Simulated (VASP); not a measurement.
Wanted: the native input for a VASP 6.6.1 run.

* Task: relaxation of cell and atoms
* Functional: PBE
* Potentials or basis: VASP PAW PBE potentials, release 64 (Zn, Sn_d, N)
* Cutoff: 600 eV
* k mesh: 6 × 6 × 2
* Occupations: gaussian, width 0.1 eV
* Spin: no spin polarisation
* Dipole correction: no
* Further INCAR settings: ALGO = Normal; EDIFF = 1e-06; IBRION = 2; EDIFFG = -0.04; NSW = 90; ISIF = 3

The structure of Zn2SnN lies in POSCAR:

```
Zn2SnN
1.0
    4.0325458100      0.0000000000      0.0000000000
   -2.0162729100      3.4922871200      0.0000000000
    0.0000000000      0.0000000000      9.5191179500
Zn Sn N
2 1 1
Direct
    0.0000000000      0.0000000000      0.8172122500
    0.0000000000      0.0000000000      0.1827877500
    0.0000000000      0.0000000000      0.5000000000
    0.0000000000      0.0000000000      0.0000000000
```

The cell was built from a structure type or drawn by symmetry, and may not be a known phase.

The input as run:

INCAR

```
ALGO = Normal
EDIFF = 1E-6
EDIFFG = -0.04
ENCUT = 600
GGA = PE
IBRION = 2
ISIF = 3
ISMEAR = 0
LASPH = T
LCHARG = F
LREAL = F
LWAVE = F
NELM = 80
NSW = 90
PREC = Accurate
SIGMA = 0.1
```

KPOINTS

```
k-points
0
Gamma
  6 6 2
```

Potentials or basis: VASP PAW PBE potentials, release 64 (Zn, Sn_d, N).

Run with:

```sh
$ cat potpaw_PBE.64/Zn/POTCAR potpaw_PBE.64/Sn_d/POTCAR potpaw_PBE.64/N/POTCAR > POTCAR
$ mpirun -np 1 vasp_std > vasp.out
```

Results of the run:

```yaml
Relaxed_volume: 20.40 Å³/atom
Relaxed_cell: a = 3.270 Å, b = 3.270 Å, c = 8.812 Å, α = 90.00°, β = 90.00°, γ = 120.00°
Space_group_after_relaxing_to_0.1_Å: P6/mmm (No. 191)
Energy_gained_by_relaxing: 366.2 meV/atom
Ionic_steps: 13
Pressure_after_relaxing: 0.2 GPa
Largest_force_after_relaxing: 0.039 eV/Å
Band_gap_on_the_k_mesh: zero (an odd number of electrons rules out a gap without spin polarisation)
```

Caveat: the volume moved by over 15 % at a fixed basis, so the end points are rough; spin-orbit coupling is left out, which moves the levels of the heavy elements.

It took 5.1 min on 1 thread of AMD EPYC 9R45 96-Core Processor (Zen 5), on a shared host, peak memory 0.3 GiB.
